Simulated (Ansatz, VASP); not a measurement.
## One calculation of NaCl, two programs

```
Na Cl
1.0
     0.00000    2.77266    2.77266
     2.77266    0.00000    2.77266
     2.77266    2.77266    0.00000
Na Cl
1 1
Direct
  0.00000 0.00000 0.00000
  0.50000 0.50000 0.50000
```

Alike in both runs: task single point; functional PBEsol; k mesh 8 × 8 × 8; occupations gaussian, width 0.02 eV; no spin polarisation.

|  | VASP | Ansatz |
| --- | --- | --- |
| version | VASP 6.6.1 | Ansatz 0.2.0 |
| potentials or method | VASP PAW PBE potentials, release 64 (Na_pv, Cl), cutoff 520 eV | scalar-relativistic, plane waves, PAW |
| valence electrons in the cell | 14 | 16 |

|  | VASP | Ansatz | Ansatz less VASP |
| --- | --- | --- | --- |
| gap on the k mesh at the Fermi level (eV) | 5.12 | 5.13 | +0.004 |
| least direct gap on the mesh (eV) | 5.12 | 5.13 | +0.004 |
| pressure (GPa) | 0.9 | 0.8 | -0.03 |

VASP's potentials were made for PBE, not for PBEsol. VASP's potentials hold 14 valence electrons a cell and Ansatz's 16, so a difference there can come from the potentials and not from the codes.
